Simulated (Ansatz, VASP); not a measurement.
Pd in VASP and in Ansatz

```
Pd
1.0
     3.28995    0.00000    0.00000
     0.00000    3.28995    0.00000
     0.00000    0.00000    3.28995
Pd
2
Cartesian
  0.0000 0.0000 0.0000
  1.6450 1.6450 1.6450
```

Alike in both runs: task single point; functional RPBE; k mesh 11 × 11 × 11; occupations fermi-dirac, width 0.05 eV; collinear spin.

|  | VASP | Ansatz |
| --- | --- | --- |
| version | VASP 6.6.1 | Ansatz 0.2.0 |
| potentials or method | VASP PAW PBE potentials, release 64 (Pd), cutoff 520 eV | plane waves (420 eV) with PAW, scalar-relativistic |
| valence electrons in the cell | 20 | 36 |

Ansatz gave:

| Quantity | Value |
| --- | --- |
| pressure (GPa) | -11.9 |
| net moment per atom (μB) | 0.00 |

Estimate VASP's values.

pressure (GPa): -12.0; net moment per atom (μB): 0.00.

VASP's potentials were made for PBE, not for RPBE. VASP's potentials hold 20 valence electrons a cell and Ansatz's 36, so a difference there can come from the potentials and not from the codes. Ansatz's warnings: seeded moment not kept.
